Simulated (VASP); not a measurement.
Runs of VASP 6.6.1 on B. The structure is that of space group Cmcm (No. 63), or close to it. The cells are those of the table. 

```csv
cell,k mesh,gap on the mesh (eV),pressure (GPa),largest force (eV/Å)
"a = 3.601, b = 3.601, c = 2.742 Å, angles 90.0, 90.0, 154.8°, 2 atoms",22 × 22 × 13,none,19.9,0.34
"a = 3.799, b = 3.799, c = 2.892 Å, angles 90.0, 90.0, 154.8°, 2 atoms",22 × 22 × 13,none,-13.6,0.31
"a = 3.703, b = 3.703, c = 2.819 Å, angles 90.0, 90.0, 154.8°, 2 atoms",22 × 22 × 13,none,(b),0.03
"a = 3.653, b = 3.653, c = 2.781 Å, angles 90.0, 90.0, 154.8°, 2 atoms",22 × 22 × 13,none,9.1,(c)
"a = 3.548, b = 3.548, c = 2.702 Å, angles 90.0, 90.0, 154.8°, 2 atoms",22 × 22 × 13,none,32.7,0.58
"a = 3.752, b = 3.752, c = 2.856 Å, angles 90.0, 90.0, 154.8°, 2 atoms",22 × 22 × 13,none,-7.3,0.18
"a = 3.845, b = 3.845, c = 2.928 Å, angles 90.0, 90.0, 154.8°, 2 atoms",22 × 22 × 13,none,-18.9,0.43
"a = 3.703, b = 3.703, c = 2.819 Å, angles 90.0, 90.0, 154.8°, 2 atoms",17 × 17 × 12,none,(a),0.01
```

Alike in all rows: task single point; level LDA; potentials or basis VASP PAW LDA potentials, release 64 (B); no spin polarisation; cutoff (eV) 520; smearing fermi-dirac 0.1 eV.

Estimate the missing entries.

(a) 0.1; (b) 0.2; (c) 0.14.

A gap of «none» marks levels without a gap at the run's occupations.
